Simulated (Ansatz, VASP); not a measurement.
## One calculation of MgO, two programs

```
Mg O
1.0
     0.00000    2.10850    2.10850
     2.10850    0.00000    2.10850
     2.10850    2.10850    0.00000
Mg O
1 1
Direct
  0.00000 0.00000 0.00000
  0.50000 0.50000 0.50000
```

Alike in both runs: task single point; functional PBEsol; k mesh 8 × 8 × 8; no spin polarisation.

```csv
,VASP,Ansatz
version,VASP 6.6.1,Ansatz 0.2.0
potentials or method,"VASP PAW PBE potentials, release 64 (Mg, O)","plane waves, PAW"
plane-wave cutoff (eV),600,420
occupations,"gaussian, width 0.01 eV",fixed
valence electrons in the cell,8,16
```

Ansatz gave:

```
gap on the k mesh at the Fermi level (eV) : 4.60
pressure (GPa)                            : -0.3
```

Q: Estimate VASP's values.

A: gap on the k mesh at the Fermi level (eV): 4.60; pressure (GPa): -1.0.

VASP's potentials were made for PBE, not for PBEsol. VASP's potentials hold 8 valence electrons a cell and Ansatz's 16, so a difference there can come from the potentials and not from the codes.
